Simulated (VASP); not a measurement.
A run of VASP 6.6.1 is set up as follows.

The input INCAR:

```
SYSTEM = TaN
ALGO = Normal
EDIFF = 1E-8
ENCUT = 520
ISIF = 2
ISMEAR = -1
LASPH = .TRUE.
LCHARG = .FALSE.
LEFG = .TRUE.
LREAL = .FALSE.
LWAVE = .FALSE.
NBANDS = 33
NELM = 60
PREC = Accurate
SIGMA = 0.03
```

KPOINTS

```
k-points
0
G
  5 5 8
  0 0 0
```

Contents of POSCAR:

```
TaN
1.0
    5.0791532447      0.0000000000      0.0000000000
   -2.5395766223      4.3986757396      0.0000000000
    0.0000000000      0.0000000000      2.8486364041
Ta N
3 3
Direct
    0.0000000000      0.0000000000      0.0000000000
    0.3333333333      0.6666666667      0.5000000000
    0.6666666667      0.3333333333      0.5000000000
    0.5000000000      0.0000000000      0.0000000000
    0.5000000000      0.5000000000      0.0000000000
    0.0000000000      0.5000000000      0.0000000000
```

Potentials or basis: VASP PAW LDA potentials, release 64 (Ta_pv, N).

Run with:

```bash
$ cat potpaw_LDA.64/Ta_pv/POTCAR potpaw_LDA.64/N/POTCAR > POTCAR
$ mpirun -np 1 vasp_std > vasp.out
```

(1) What does it give for the band gap on the k mesh?

(2) Estimate the pressure.

## Answers

(1) zero (bands 24 and 25 overlap by 2.38 eV).

(2) 20.0 GPa.

Caveat: the cell stands under pressure; without QUAD_EFG the Cq values of the log hold for a quadrupole moment of 1 mb, not for the nuclei; spin-orbit coupling is left out, which moves the levels of the heavy elements.
